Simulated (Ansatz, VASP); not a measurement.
## GaN in VASP and in Ansatz

```
Ga N
1.0
     3.18311    0.00000    0.00000
    -1.59156    2.75665    0.00000
     0.00000    0.00000    5.18328
Ga N
2 2
Direct
  0.33333 0.66667 0.00009
  0.66667 0.33333 0.50009
  0.33333 0.66667 0.37691
  0.66667 0.33333 0.87691
```

Alike in both runs: functional r2SCAN; k mesh 8 × 8 × 5; no spin polarisation.

Ansatz relaxed the structure, and its values are those at the end. VASP's run is a single point on that final structure, the one shown.

```csv
,VASP,Ansatz
version,VASP 6.6.1,Ansatz 0.2.0
potentials or method,"VASP PAW PBE potentials, release 64 (Ga_d, N_h)","scalar-relativistic, plane waves, PAW"
plane-wave cutoff (eV),910,500
occupations,"gaussian, width 0.01 eV",fixed
valence electrons in the cell,36,36
```

|  | VASP | Ansatz | Ansatz less VASP |
| --- | --- | --- | --- |
| gap on the k mesh at the Fermi level (eV) | 2.34 | 2.35 | +0.010 |
| least direct gap on the mesh (eV) | 2.34 | 2.35 | +0.010 |
| rms of the force components (eV/Å) | 0.004 | 0.001 | -0.0024 |

VASP's potentials were made for PBE, not for r2SCAN.

Noted on VASP's run: the cutoff is short for stress, so the pressure is rough.
